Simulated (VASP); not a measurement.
Input of a VASP 6.6.1 run:

The input INCAR:

```
PREC = Accurate
ENCUT = 520
EDIFF = 1E-6
ISMEAR = 0
SIGMA = 0.03
LREAL = False
LASPH = True
NELM = 100
ALGO = Normal
ISIF = 2
LWAVE = False
LCHARG = False
GGA = PE
NBANDS = 16
```

The input KPOINTS:

```
Automatic mesh
0
Gamma
  8 8 8
```

POSCAR

```
InP
1.0
    0.0000000000      2.7688340000      2.7688340000
    2.7688340000      0.0000000000      2.7688340000
    2.7688340000      2.7688340000      0.0000000000
In P
1 1
Direct
    0.0000000000      0.0000000000      0.0000000000
    0.5000000000      0.5000000000      0.5000000000
```

Potentials or basis: VASP PAW PBE potentials, release 64 (In_d, P).

Launch:

```sh
$ cat potpaw_PBE.64/In_d/POTCAR potpaw_PBE.64/P/POTCAR > POTCAR
$ mpirun -np 1 vasp_std > vasp.out
```

Problem. Estimate the band gap on the k mesh.

Solution. Zero (band 9 reaches 7.35 eV, above the bottom of band 10 at 4.72 eV).

Problem. Estimate the pressure.

Solution. -0.1 GPa.

Caveat: spin-orbit coupling is left out, which moves the levels of the heavy elements.
